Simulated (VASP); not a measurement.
Wanted: the native input for a VASP 6.6.1 run.

```yaml
Task: single point
Functional: PBEsol
Potentials_or_basis: VASP PAW PBE potentials, release 64 (Al, Co)
Cutoff: 520 eV
k_mesh: 16 × 16 × 16
Occupations: gaussian, width 0.15 eV
Spin: no spin polarisation
Dipole_correction: no
Further_INCAR_settings: ALGO = Fast; EDIFF = 1e-07; NBANDS = 13
```

The structure of AlCo lies in POSCAR:

```
AlCo
1.0
    2.8194032100      0.0000000000      0.0000000000
    0.0000000000      2.8194032100      0.0000000000
    0.0000000000      0.0000000000      2.7066270816
Al Co
1 1
Direct
    0.0000000000      0.0000000000      0.0000000000
    0.5000000000      0.5000000000      0.5000000000
```

This cell differs from its parent crystal: strain +0.000 along x and y, -0.040 along z.

These files were run (other wordings do the same):

INCAR

```
PREC = Accurate ; ENCUT = 520
EDIFF = 1E-7 ; ISMEAR = 0
SIGMA = 0.15 ; LREAL = False
LASPH = True ; NELM = 60
ALGO = Fast ; ISIF = 2
LWAVE = False ; LCHARG = False
GGA = PS ; NBANDS = 13
```

KPOINTS

```
regular mesh
0
Gamma
  16 16 16
```

Potentials or basis: VASP PAW PBE potentials, release 64 (Al, Co).

The run is started by

```sh
$ cat potpaw_PBE.64/Al/POTCAR potpaw_PBE.64/Co/POTCAR > POTCAR
$ mpirun -np 1 vasp_std > vasp.out
```

It gave:

| Property | Result |
| --- | --- |
| Pressure | 9.8 GPa |
| Band gap on the k mesh | zero (band 6 reaches 13.77 eV, above the bottom of band 7 at 11.09 eV) |

Caveat: the cell differs from its parent crystal (strain +0.000 along x and y, -0.040 along z); the PAW data sets were made with another functional, which shifts forces and pressure a little.

It took 4.4 min on 1 thread of AMD EPYC 7R13 (shared host), peak memory 0.21 GiB.
